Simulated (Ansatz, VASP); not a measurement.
Ag3Os: VASP beside Ansatz

```
CELL_PARAMETERS angstrom
2.79470 0.00000 0.00000
-1.39735 2.42028 0.00000
0.00000 0.00000 9.80336
ATOMIC_POSITIONS crystal
Ag 0.00000 0.00000 0.00000
Ag 0.66667 0.33333 0.74533
Ag 0.66667 0.33333 0.25467
Os 0.00000 0.00000 0.50000
```

Change from the starting cell: species swapped into the Mg3Zn type (P-6m2, No. 187).

Alike in both runs: functional PBE; k mesh 12 × 12 × 4; occupations gaussian, width 0.1 eV; no spin polarisation.

Ansatz relaxed the structure, and its values are those at the end. VASP's run is a single point on that final structure, the one shown.

|  | VASP | Ansatz |
| --- | --- | --- |
| version | VASP 6.6.1 | Ansatz 0.2.0 |
| potentials or method | VASP PAW PBE potentials, release 64 (Ag, Os), cutoff 520 eV | scalar-relativistic, plane waves, PAW |
| valence electrons in the cell | 41 | 73 |

|  | VASP | Ansatz | Ansatz less VASP |
| --- | --- | --- | --- |
| gap on the k mesh at the Fermi level (eV) | none | none | - |
| pressure (GPa) | -0.2 | 0.0 | +0.24 |

A gap of «none» marks a metal or a gap that the smearing closes. VASP's potentials hold 41 valence electrons a cell and Ansatz's 73, so a difference there can come from the potentials and not from the codes.

Spin-orbit coupling is off throughout.
